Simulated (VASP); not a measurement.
Write the native input for VASP 6.6.1 that does the following.

```yaml
Task: relaxation of cell and atoms
Functional: PBE
Potentials_or_basis: VASP PAW PBE potentials, release 64 (Ni, Si)
Cutoff: 600 eV
k_mesh: 15 × 15 × 15
Occupations: fermi-dirac, width 0.05 eV
Spin: no spin polarisation
Target_pressure: 12 GPa
Dipole_correction: no
Further_INCAR_settings: ALGO = Normal; EDIFF = 1e-06; IBRION = 2; EDIFFG = -0.005; NSW = 32; ISIF = 3
```

The structure of SiNi (rocksalt type) lies in POSCAR:

```
SiNi
1.0
    0.0000000000      2.3135812986      2.3135812986
    2.3135812986      0.0000000000      2.3135812986
    2.3135812986      2.3135812986      0.0000000000
Ni Si
1 1
Direct
    0.0000000000      0.0000000000      0.0000000000
    0.5000000000      0.5000000000      0.5000000000
```

These files were run (other wordings do the same):

INCAR

```
  ALGO = Normal
  EDIFF = 1E-6
  EDIFFG = -0.005
  ENCUT = 600
  GGA = PE
  IBRION = 2
  ISIF = 3
  ISMEAR = -1
  LASPH = T
  LCHARG = F
  LREAL = F
  LWAVE = F
  NELM = 80
  NSW = 32
  PREC = Accurate
  PSTRESS = 120.0
  SIGMA = 0.05
```

KPOINTS

```
k-points
0
Gamma
  15 15 15
```

Potentials or basis: VASP PAW PBE potentials, release 64 (Ni, Si).

Run with:

```console
$ cat potpaw_PBE.64/Ni/POTCAR potpaw_PBE.64/Si/POTCAR > POTCAR
$ mpirun -np 1 vasp_std > vasp.out
```

It gave:

The pressure after relaxing is 11.9 GPa and the band gap on the k mesh is zero (bands 7 and 8 overlap by 5.21 eV).

Caveat: the relaxation stopped at its first step, so nothing moved; the cell is relaxed towards a set pressure, so the run minimises the enthalpy, not the energy.

Run time: 54 s on 1 thread of Intel Xeon 8259CL, on a shared host, peak memory 0.19 GiB.
